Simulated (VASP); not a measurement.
A run of VASP 6.6.1 is set up as follows.

The input INCAR:

```
SYSTEM = LiF
  PREC = Accurate
  ENCUT = 520
  EDIFF = 1E-8
  ISMEAR = 0
  SIGMA = 0.01
  LREAL = .FALSE.
  LASPH = .TRUE.
  NELM = 100
  ALGO = Normal
  ISIF = 2
  LWAVE = .FALSE.
  LCHARG = .TRUE.
  GGA = PE
  IBRION = 8
  NSW = 1
  LEPSILON = .TRUE.
```

Contents of KPOINTS:

```
regular mesh
0
G
  12 12 12
  0 0 0
```

The input POSCAR:

```
LiF
1.0
    0.0000000000      2.0340085237      2.0340085237
    2.0340085237      0.0000000000      2.0340085237
    2.0340085237      2.0340085237      0.0000000000
Li F
1 1
Direct
    0.5000000000      0.5000000000      0.5000000000
    0.0000000000      0.0000000000      0.0000000000
```

Potentials or basis: VASP PAW PBE potentials, release 64 (Li_sv, F).

Launch:

```bash
$ cat potpaw_PBE.64/Li_sv/POTCAR potpaw_PBE.64/F/POTCAR > POTCAR
$ mpirun -np 1 vasp_std > vasp.out
```

Question: What does it give for the electronic dielectric tensor (diagonal)?

Answer: 2.05.

Question: What does it give for the Born charges (mean of the diagonal)?

Answer: Li +1.05; F -1.05 e.

Question: What does it give for the highest phonon frequency at Γ, LO-TO splitting left out?

Answer: 272 cm⁻¹.

Phonon frequencies in cm⁻¹ (negative: imaginary):
```csv
q point,frequencies
"(0.000, 0.000, 0.000)",-1 -1 -1 272 272 272
```
